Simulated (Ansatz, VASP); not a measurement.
**One calculation of SbS2, two programs**

```
Sb S
1.0
     1.86907    1.07911    6.29798
    -1.86907    1.07911    6.29798
     0.00000   -2.15821    6.29798
Sb S
1 2
Direct
  0.00000 0.00000 0.00000
  0.74885 0.74885 0.74885
  0.25115 0.25115 0.25115
```

Alike in both runs: functional PBE; k mesh 6 × 6 × 6; occupations gaussian, width 0.1 eV; no spin polarisation.

Ansatz relaxed the structure, and its values are those at the end. VASP's run is a single point on that final structure, the one shown.

|  | VASP | Ansatz |
| --- | --- | --- |
| version | VASP 6.6.1 | Ansatz 0.2.0 |
| potentials or method | VASP PAW PBE potentials, release 64 (Sb, S), cutoff 520 eV | scalar-relativistic, plane waves, PAW |
| valence electrons in the cell | 17 | 27 |

|  | VASP | Ansatz | Ansatz less VASP |
| --- | --- | --- | --- |
| gap on the k mesh at the Fermi level (eV) | none | none | - |
| pressure (GPa) | 0.0 | 0.2 | +0.22 |
| rms of the force components (eV/Å) | 0.002 | 0.009 | +0.0067 |

A gap of «none» marks a metal or a gap that the smearing closes. VASP's potentials hold 17 valence electrons a cell and Ansatz's 27, so a difference there can come from the potentials and not from the codes.

Spin-orbit coupling is off throughout.
